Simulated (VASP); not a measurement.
# InAs (I-4m2) in VASP: notebook

Runs on InAs. Level: RPBE. Tasks: single point.

All numbers are computed with VASP 6.6.1; they aren't measurements. Logs are shortened: lines on timing, memory, paths and dates and some standing lists are left out, and cuts for length are marked.

## Step 1: The cell of the first run

Symmetry: I-4m2, No. 119, tetragonal system. Conventional cell: a = 4.211 Å, b = 4.211 Å, c = 6.036 Å, α = 90.00°, β = 90.00°, γ = 90.00°. Within 3.4 Å of In (site symmetry -4m2) lie 4 As at 2.59 Å. As (site symmetry -4m2) has 4 In at 2.59 Å within 3.4 Å.

## Step 2: Single point, RPBE

Input file INCAR:

```
PREC = Accurate
ENCUT = 500
EDIFF = 1E-6
ISMEAR = -1
SIGMA = 0.02
LREAL = False
LASPH = True
NELM = 120
ALGO = Normal
ISIF = 2
LWAVE = False
LCHARG = False
GGA = RP
NBANDS = 16
GGA_COMPAT = False
```

Input file KPOINTS:

```
Automatic mesh
0
Gamma
  6 6 6
```

Input file POSCAR:

```
InAs
1.0
    0.0000000000      2.9777600000      3.0180000000
    2.9777600000      0.0000000000      3.0180000000
    2.9777600000      2.9777600000      0.0000000000
In As
1 1
Direct
    0.0000000000      0.0000000000      0.0000000000
    0.2500000000      0.2500000000      0.2500000000
```

Potentials or basis: VASP PAW PBE potentials, release 64 (In_d, As).

On the command line:

```console
> cat potpaw_PBE.64/In_d/POTCAR potpaw_PBE.64/As/POTCAR > POTCAR
> mpirun -np 1 vasp_std > vasp.out
```

OUTCAR:

```text
PREC = Accurate
   ENCUT = 500
   EDIFF = 1E-6
   ISMEAR = -1
   LREAL = False
   LASPH = True
   NELM = 120
   ISIF = 2
   GGA = RP

 ion  position               nearest neighbor table
   1  0.000  0.000  0.000-   2 2.59   2 2.59   2 2.59   2 2.59
   2  0.250  0.250  0.250-   1 2.59   1 2.59   1 2.59   1 2.59

  LATTYP: Found a body centered tetragonal cell.
 ALAT       =     4.2111885775
 C/A-ratio  =     1.4333245565

  Lattice vectors:

 A1 = (  -2.9777600000,   0.0000000000,   3.0180000000)
 A2 = (   2.9777600000,   0.0000000000,   3.0180000000)
 A3 = (   0.0000000000,   2.9777600000,  -3.0180000000)

Analysis of symmetry for initial positions (statically):
=====================================================================
 Subroutine PRICEL returns:
 Original cell was already a primitive cell.

 Routine SETGRP: Setting up the symmetry group for a
 body centered tetragonal supercell.

 Subroutine GETGRP returns: Found  8 space group operations
 (whereof  8 operations were pure point group operations)
 out of a pool of 16 trial point group operations.

The static configuration has the point symmetry D_2d.

Analysis of symmetry for dynamics (positions and initial velocities):
=====================================================================
 Subroutine PRICEL returns:
 Original cell was already a primitive cell.

 Routine SETGRP: Setting up the symmetry group for a
 body centered tetragonal supercell.

 Subroutine GETGRP returns: Found  8 space group operations
 (whereof  8 operations were pure point group operations)
 out of a pool of 16 trial point group operations.

The dynamic configuration has the point symmetry D_2d.

 Subroutine INISYM returns: Found  8 space group operations
 (whereof  8 operations are pure point group operations),
 and found     1 'primitive' translations

----------------------------------------------------------------------------------------

                                     Primitive cell

  volume of cell :      53.5215

  direct lattice vectors                    reciprocal lattice vectors
     0.000000000  2.977760000  3.018000000    -0.167911450  0.167911450  0.165672631
     2.977760000  0.000000000  3.018000000     0.167911450 -0.167911450  0.165672631
     2.977760000  2.977760000  0.000000000     0.167911450  0.167911450 -0.165672631

  length of vectors
     4.239738036  4.239738036  4.211188577     0.289544350  0.289544350  0.289544350

  position of ions in fractional coordinates (direct lattice)
     0.000000000  0.000000000  0.000000000
     0.250000000  0.250000000  0.250000000

  ion indices of the primitive-cell ions
   primitive index   ion index
                 1           1
                 2           2

----------------------------------------------------------------------------------------

 KPOINTS: Automatic mesh

Automatic generation of k-mesh.
 Grid dimensions read from file:
 generate k-points for:    6    6    6

 Generating k-lattice:

  Cartesian coordinates                     Fractional coordinates (reciprocal lattice)
    -0.027985242  0.027985242  0.027612105     0.166666667  0.000000000  0.000000000
     0.027985242 -0.027985242  0.027612105     0.000000000  0.166666667  0.000000000
     0.027985242  0.027985242 -0.027612105     0.000000000  0.000000000  0.166666667

  Length of vectors
     0.048257392  0.048257392  0.048257392

  Shift w.r.t. Gamma in fractional coordinates (k-lattice)
     0.000000000  0.000000000  0.000000000

 Subroutine IBZKPT returns following result:
 ===========================================

 Found     30 irreducible k-points:

 Following reciprocal coordinates:
            Coordinates               Weight
  0.000000  0.000000  0.000000      1.000000
  0.166667  0.000000  0.000000      8.000000
  0.333333  0.000000  0.000000      8.000000
  0.500000  0.000000  0.000000      4.000000
  0.166667  0.166667  0.000000      2.000000
  0.333333  0.166667  0.000000      8.000000
[... 16 lines left out ...]
  0.333333  0.000000  0.333333      4.000000
  0.500000  0.000000  0.333333     16.000000
 [... further k-points ...]
   k-points           NKPTS =     30   k-points in BZ     NKDIM =     30   number of bands    NBANDS=     16
   number of dos      NEDOS =    301   number of ions     NIONS =      2
   total plane-waves  NPLWV =  32768
   dimension x,y,z NGX =    32 NGY =   32 NGZ =   32
   dimension x,y,z NGXF=    64 NGYF=   64 NGZF=   64
   ions per type =               1   1
   NGX,Y,Z   is equivalent  to a cutoff of  12.55, 12.55, 12.63 a.u.
   NGXF,Y,Z  is equivalent  to a cutoff of  25.10, 25.10, 25.27 a.u.
 SYSTEM =  unknown system
   PREC   = accura    normal or accurate (medium, high low for compatibility)
   ISTART =      0    job   : 0-new  1-cont  2-samecut
   ICHARG =      2    charge: 1-file 2-atom 10-const
   ISPIN  =      1    spin polarized calculation?
   LNONCOLLINEAR =      F non collinear calculations
   LSORBIT =      F    spin-orbit coupling
   LASPH  =      T    aspherical Exc in radial PAW
   ENCUT  =  500.0 eV  36.75 Ry    6.06 a.u.   7.73  7.73  7.68*2*pi/ulx,y,z
   NELM   =    120;   NELMIN=  2; NELMDL= -5     # of ELM steps
   EDIFF  = 0.1E-05   stopping-criterion for ELM
   LREAL  =      F    real-space projection
   EDIFFG = 0.1E-04   stopping-criterion for IOM
   NSW    =      0    number of steps for IOM
   IBRION =     -1    ionic relax: 0-MD 1-quasi-New 2-CG
   NFREE  =      0    steps in history (QN), initial steepest desc. (CG)
   ISIF   =      2    stress and relaxation
   ISYM   =      2    0-nonsym 1-usesym 2-fastsym
   POTIM  = 0.5000    time-step for ionic-motion
   TEBEG  =    0.0;   TEEND  =   0.0 temperature during run
   PSTRESS=    0.0 pullay stress
   NELECT =      18.0000    total number of electrons
   NUPDOWN=      -1.0000    fix difference up-down
   EMIN   =  10.00;   EMAX   =-10.00  energy-range for DOS
   EFERMI =   0.00;   METHOD = LEGACY
   ISMEAR =    -1;   SIGMA  =   0.02  broadening in eV -4-tet -1-fermi 0-gaus
   EFERMI_NEDOS =   21; number of points for ismear=-14 and -15
   IALGO  =     38    algorithm
   IMIX   =      4    mixing-type and parameters
     AMIX     =   0.40;   BMIX     =  1.00
     AMIX_MAG =   1.60;   BMIX_MAG =  1.00
  volume/ion in A,a.u.               =      26.76       180.59
  Fermi-wavevector in a.u.,A,eV,Ry     =   1.138473  2.151402 17.634798  1.296121
  Thomas-Fermi vector in A             =   2.275178
   LORBIT       =      0    0 simple, 1 ext, 2 COOP (PROOUT), +10 PAW based schemes
   GGA     = RP    functional components
   LHFCALC =     F    Hartree Fock is set to
   AEXX    =    0.0000 exact exchange contribution
   IVDW    =     0    specifies the selected vdW correction
   LEPSILON=     F    determine dielectric tensor
   LRPA    =     F    only Hartree local field effects (RPA)
 non-spin polarized calculation
  energy-cutoff  :      500.00
  volume of cell :       53.52
 maximum number of plane-waves:      1379
   NGX = 15   NGY = 15   NGZ = 15

 number of electron      18.0000000 magnetization

 Free energy of the ion-electron system (eV)
  ---------------------------------------------------
  ext. energy  EPLUGINS =         0.00000000
  ---------------------------------------------------
  free energy    TOTEN  =        -6.86348819 eV

  energy without entropy =       -6.86327190  energy(sigma->0) =       -6.86338004

 E-fermi :   5.0268     XC(G=0):  -9.0659

 val. band max:        4.9824983086   @ k =   0.0000   0.0000   0.0000
 cond. band min:       5.0544842237   @ k =   0.0000   0.0000   0.0000
 fundamental gap:      0.0719859151
 Fermi energy:         5.0268063952

 k-point     1 :       0.0000    0.0000    0.0000
  band No.  band energies     occupation
      1      -9.5391      2.00000
      2      -9.5338      2.00000
      3      -9.5338      2.00000
      4      -9.3989      2.00000
      5      -9.3971      2.00000
      6      -7.0739      2.00000
[... 8 lines left out ...]
     15      14.5817      0.00000
     16      14.8179      0.00000

 k-point     2 :       0.1667    0.0000    0.0000
  band No.  band energies     occupation
      1      -9.5732      2.00000
      2      -9.5263      2.00000
      3      -9.5230      2.00000
      4      -9.3992      2.00000
      5      -9.3967      2.00000
      6      -6.7757      2.00000
[... 8 lines left out ...]
     15      13.6939      0.00000
     16      13.8297      0.00000

 k-point     3 :       0.3333    0.0000    0.0000
  band No.  band energies     occupation
      1      -9.6405      2.00000
      2      -9.5086      2.00000
      3      -9.5054      2.00000
      4      -9.3956      2.00000
      5      -9.3915      2.00000
      6      -6.0304      2.00000
[... 8 lines left out ...]
     15      14.1321      0.00000
     16      14.1534      0.00000

 k-point     4 :       0.5000    0.0000    0.0000
  band No.  band energies     occupation
      1      -9.6713      2.00000
      2      -9.5023      2.00000
      3      -9.4991      2.00000
      4      -9.3911      2.00000
      5      -9.3862      2.00000
      6      -5.5073      2.00000
[... 8 lines left out ...]
     15      15.8110      0.00000
     16      15.9081      0.00000

 k-point     5 :       0.1667    0.1667    0.0000
  band No.  band energies     occupation
      1      -9.5976      2.00000
      2      -9.5120      2.00000
      3      -9.5120      2.00000
      4      -9.4054      2.00000
      5      -9.3929      2.00000
      6      -6.6841      2.00000
[... 8 lines left out ...]
     15      14.6909      0.00000
     16      15.1019      0.00000

 k-point     6 :       0.3333    0.1667    0.0000
  band No.  band energies     occupation
      1      -9.6491      2.00000
      2      -9.4976      2.00000
      3      -9.4920      2.00000
      4      -9.4091      2.00000
      5      -9.3881      2.00000
      6      -6.0846      2.00000
[... 8 lines left out ...]
     15      15.1999      0.00000
     16      15.2549      0.00000

 k-point     7 :       0.5000    0.1667    0.0000
  band No.  band energies     occupation
      1      -9.6808      2.00000
      2      -9.4939      2.00000
      3      -9.4840      2.00000
      4      -9.3999      2.00000
      5      -9.3887      2.00000
      6      -5.4026      2.00000
[... 8 lines left out ...]
     15      15.6024      0.00000
     16      15.9413      0.00000

 k-point     8 :      -0.3333    0.1667    0.0000
  band No.  band energies     occupation
      1      -9.6688      2.00000
      2      -9.4968      2.00000
      3      -9.4910      2.00000
      4      -9.3992      2.00000
      5      -9.3913      2.00000
      6      -5.5779      2.00000
[... 8 lines left out ...]
     15      14.5941      0.00000
     16      15.9519      0.00000

 k-point     9 :      -0.1667    0.1667    0.0000
  band No.  band energies     occupation
      1      -9.6195      2.00000
      2      -9.5106      2.00000
      3      -9.5083      2.00000
      4      -9.4043      2.00000
      5      -9.3916      2.00000
      6      -6.3186      2.00000
[... 8 lines left out ...]
     15      14.3592      0.00000
     16      15.2607      0.00000
[... 172 lines left out ...]
 k-point    19 :       0.5000    0.3333    0.1667
  band No.  band energies     occupation
      1      -9.6851      2.00000
      2      -9.4857      2.00000
      3      -9.4725      2.00000
      4      -9.4121      2.00000
      5      -9.3875      2.00000
      6      -5.4766      2.00000
[... 8 lines left out ...]
     15      15.7757      0.00000
     16      17.1374      0.00000

 k-point    20 :      -0.3333    0.3333    0.1667
  band No.  band energies     occupation
      1      -9.6985      2.00000
      2      -9.4853      2.00000
      3      -9.4637      2.00000
      4      -9.4089      2.00000
      5      -9.3904      2.00000
      6      -5.0627      2.00000
[... 8 lines left out ...]
     15      16.0042      0.00000
     16      16.8612      0.00000

 k-point    21 :      -0.1667    0.3333    0.1667
  band No.  band energies     occupation
      1      -9.6854      2.00000
      2      -9.4864      2.00000
      3      -9.4730      2.00000
      4      -9.4159      2.00000
      5      -9.3842      2.00000
      6      -5.4574      2.00000
[... 8 lines left out ...]
     15      15.9186      0.00000
     16      17.1811      0.00000

 k-point    22 :      -0.3333    0.5000    0.1667
  band No.  band energies     occupation
      1      -9.7155      2.00000
      2      -9.4700      2.00000
      3      -9.4520      2.00000
      4      -9.4194      2.00000
      5      -9.3854      2.00000
      6      -4.9025      2.00000
[... 8 lines left out ...]
     15      16.7816      0.00000
     16      17.0436      0.00000

 k-point    23 :       0.3333    0.0000    0.3333
  band No.  band energies     occupation
      1      -9.6927      2.00000
      2      -9.4696      2.00000
      3      -9.4678      2.00000
      4      -9.4306      2.00000
      5      -9.3779      2.00000
      6      -5.6688      2.00000
[... 8 lines left out ...]
     15      15.7523      0.00000
     16      17.7394      0.00000

 k-point    24 :       0.5000    0.0000    0.3333
  band No.  band energies     occupation
      1      -9.7144      2.00000
      2      -9.4650      2.00000
      3      -9.4573      2.00000
      4      -9.4289      2.00000
      5      -9.3775      2.00000
      6      -5.1038      2.00000
[... 8 lines left out ...]
     15      16.2959      0.00000
     16      17.1788      0.00000

 [... further k-points ...]
[... 5 lines left out ...]
  --------------------------------------------------------------------------------------
  -------------------------------------------------------------------------------------
  Total        2.7541697      2.7541697      2.6176052      0.0000000      0.0000000      0.0000000
  in kB       82.4465835     82.4465835     78.3585007      0.0000000      0.0000000      0.0000000
  external PRESSURE =      81.0838893 kB  Pullay stress =       0.0000000 kB

 VOLUME and BASIS-vectors are now :
 -----------------------------------------------------------------------------
  energy-cutoff  :      500.00
  volume of cell :       53.52
      direct lattice vectors                 reciprocal lattice vectors
     0.000000000  2.977760000  3.018000000    -0.167911450  0.167911450  0.165672631
     2.977760000  0.000000000  3.018000000     0.167911450 -0.167911450  0.165672631
     2.977760000  2.977760000  0.000000000     0.167911450  0.167911450 -0.165672631

 POSITION                                       TOTAL-FORCE (eV/Angst)
 -----------------------------------------------------------------------------------
      0.00000      0.00000      0.00000        -0.000000     -0.000000     -0.000000
      1.48888      1.48888      1.50900         0.000000      0.000000      0.000000
 -----------------------------------------------------------------------------------
    total drift:                                0.000000      0.000000     -0.000001

  FREE ENERGIE OF THE ION-ELECTRON SYSTEM (eV)
  ---------------------------------------------------
  free  energy   TOTEN  =        -6.8634881886 eV

  energy  without entropy=       -6.8632718970  energy(sigma->0) =       -6.86338004
```

It took 17 s on 1 thread of Intel Xeon Platinum 8488C (Sapphire Rapids), shared host; peak memory 0.18 GiB.

Results:

```yaml
Free_energy: -6.8635 eV
Pressure: 8.1 GPa
Band_gap_on_the_k_mesh: 0.07 eV
```

Levels at points of the mesh, in eV from the valence-band top:
```
           k point  band 5  band 6  band 7  band 8  band 9  band 10  band 11  band 12  band 13  band 14
(0.00, 0.00, 0.00)  -14.38  -12.06   -0.07    0.00    0.00     0.07     3.93     3.93     3.95     7.81
(0.50, 0.00, 0.00)  -14.37  -10.49   -5.91   -1.10   -1.01     1.10     4.67     4.76     7.03     9.34
(0.50, 0.50, 0.00)  -14.36   -9.94   -6.02   -2.39   -2.39     1.62     2.20     9.43     9.54     9.54
(0.50, 0.00, 0.50)  -14.35   -9.90   -5.94   -2.47   -2.46     1.55     2.08     9.47     9.55     9.59
```

Caveat: the cell stands under pressure; the PAW data sets were made with another functional, which shifts forces and pressure a little; spin-orbit coupling is left out, which moves the levels of the heavy elements.

## Step 3: Single point, RPBE

This run uses another cell than the first one, of 27.12 Å³/atom.

Input file INCAR:

```
SYSTEM = InAs
  PREC = Accurate
  ENCUT = 500
  EDIFF = 1E-6
  ISMEAR = -1
  SIGMA = 0.02
  LREAL = .FALSE.
  LASPH = .TRUE.
  NELM = 120
  ALGO = Normal
  ISIF = 2
  LWAVE = .FALSE.
  LCHARG = .TRUE.
  GGA = RP
  LELF = .TRUE.
  LVHAR = .TRUE.
  NBANDS = 16
  GGA_COMPAT = .FALSE.
```

Input file KPOINTS:

```
regular mesh
0
G
  6 6 6
  0 0 0
```

Input file POSCAR:

```
InAs
1.0
    0.0000000000      2.9978800000      3.0180000000
    2.9978800000      0.0000000000      3.0180000000
    2.9978800000      2.9978800000      0.0000000000
In As
1 1
Direct
    0.0000000000      0.0000000000      0.0000000000
    0.2500000000      0.2500000000      0.2500000000
```

Potentials or basis: VASP PAW PBE potentials, release 64 (In_d, As).

On the command line:

```console
> cat potpaw_PBE.64/In_d/POTCAR potpaw_PBE.64/As/POTCAR > POTCAR
> mpirun -np 1 vasp_std > vasp.out
```

Run time: 17 s. Hardware: 1 thread of Intel Xeon Platinum 8488C (Sapphire Rapids), shared host; peak memory 0.18 GiB.

The run converged. Its results:

| Property | Result |
| --- | --- |
| Free energy | -6.8985 eV |
| Pressure | 7.1 GPa |

Stress tensor (GPa, compression positive):
```
7.18 0.00 0.00
0.00 7.18 0.00
0.00 0.00 7.00
```

Levels at points of the mesh, in eV from the Fermi level:
| k point | band 6 | band 7 | band 8 | band 9 | band 10 | band 11 | band 12 | band 13 |
| --- | --- | --- | --- | --- | --- | --- | --- | --- |
| (0.00, 0.00, 0.00) | -11.98 | -0.05 | -0.02 | -0.02 | -0.01 | 3.92 | 3.92 | 3.93 |
| (0.50, 0.00, 0.00) | -10.45 | -5.85 | -1.07 | -1.02 | 1.06 | 4.68 | 4.72 | 7.01 |
| (0.50, 0.50, 0.00) | -9.90 | -5.94 | -2.38 | -2.38 | 1.62 | 2.15 | 9.38 | 9.44 |
| (0.50, 0.00, 0.50) | -9.88 | -5.90 | -2.42 | -2.41 | 1.58 | 2.09 | 9.41 | 9.44 |

Caveat: the cell stands under pressure; the PAW data sets were made with another functional, which shifts forces and pressure a little; spin-orbit coupling is left out, which moves the levels of the heavy elements.

## Step 4: Single point, RPBE

This run uses another cell than the first one, of 27.86 Å³/atom.

Input file INCAR:

```
SYSTEM = InAs
ALGO     = Normal         ! electronic algorithm
EDIFF    = 1E-6           ! SCF threshold, eV
ENCUT    = 500            ! plane-wave cutoff, eV
GGA      = RP             ! functional
GGA_COMPAT= .False.      
ISIF     = 2              ! what is computed and relaxed
ISMEAR   = -1             ! smearing method
LASPH    = .True.         ! aspherical terms in the spheres
LCHARG   = .False.        ! write CHGCAR
LREAL    = .False.        ! projectors in reciprocal space
LWAVE    = .False.        ! write WAVECAR
NBANDS   = 16             ! bands
NELM     = 120            ! most SCF steps
PREC     = Accurate       ! precision mode
SIGMA    = 0.02           ! smearing width, eV
```

Input file KPOINTS:

```
k-points
0
Gamma
  6 6 6
  0 0 0
```

Input file POSCAR:

```
InAs
1.0
    0.0000000000      3.0381200000      3.0180000000
    3.0381200000      0.0000000000      3.0180000000
    3.0381200000      3.0381200000      0.0000000000
In As
1 1
Direct
    0.0000000000      0.0000000000      0.0000000000
    0.2500000000      0.2500000000      0.2500000000
```

On the command line:

```console
> cat potpaw_PBE.64/In_d/POTCAR potpaw_PBE.64/As/POTCAR > POTCAR
> mpirun -np 1 vasp_std > vasp.out
```

Wall time 13 s (1 thread of Intel Xeon Platinum 8488C (Sapphire Rapids), shared host); peak memory 0.18 GiB.

Results (log left out):

| Property | Result |
| --- | --- |
| Free energy | -6.9553 eV |
| Pressure | 5.3 GPa |
| Band gap on the k mesh | 0.03 eV |

Stress tensor (GPa, compression positive):
```
5.21 0.00 0.00
0.00 5.21 0.00
0.00 0.00 5.38
```

Levels at points of the mesh, in eV from the valence-band top:
```tsv
k point	band 7	band 8	band 9	band 10	band 11	band 12
(0.00, 0.00, 0.00)	-0.10	0.00	0.00	0.03	3.95	3.96
(0.50, 0.00, 0.00)	-5.67	-0.98	-0.94	1.05	4.71	4.75
(0.50, 0.50, 0.00)	-5.73	-2.29	-2.29	1.66	2.11	9.29
(0.50, 0.00, 0.50)	-5.76	-2.26	-2.26	1.69	2.17	9.26
```

Caveat: the cell stands under pressure; the PAW data sets were made with another functional, which shifts forces and pressure a little; spin-orbit coupling is left out, which moves the levels of the heavy elements.

[end of part 1 of 2]
